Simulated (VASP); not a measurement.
Input of a VASP 6.6.1 run:

INCAR

```
SYSTEM = Sn3Se
ALGO = Normal
EDIFF = 1E-6
ENCUT = 520
GGA = PE
ISIF = 2
ISMEAR = 0
LASPH = .TRUE.
LCHARG = .TRUE.
LELF = .TRUE.
LREAL = .FALSE.
LVHAR = .TRUE.
LWAVE = .FALSE.
NBANDS = 32
NELM = 60
PREC = Accurate
SIGMA = 0.05
```

File KPOINTS:

```
k-points
0
G
  5 5 5
  0 0 0
```

File POSCAR:

```
Sn3Se
1.0
    0.0000000000      3.7331380000      3.7331380000
    3.7331380000      0.0000000000      3.7331380000
    3.7331380000      3.7331380000      0.0000000000
Sn Se
3 1
Direct
    0.5000000000      0.5000000000      0.5000000000
    0.7500000000      0.7500000000      0.7500000000
    0.2500000000      0.2500000000      0.2500000000
    0.0000000000      0.0000000000      0.0000000000
```

Potentials or basis: VASP PAW PBE potentials, release 64 (Sn_d, Se).

Command:

```sh
$ cat potpaw_PBE.64/Sn_d/POTCAR potpaw_PBE.64/Se/POTCAR > POTCAR
$ mpirun -np 1 vasp_std > vasp.out
```

Task: Predict the pressure.

Result: 0.0 GPa.
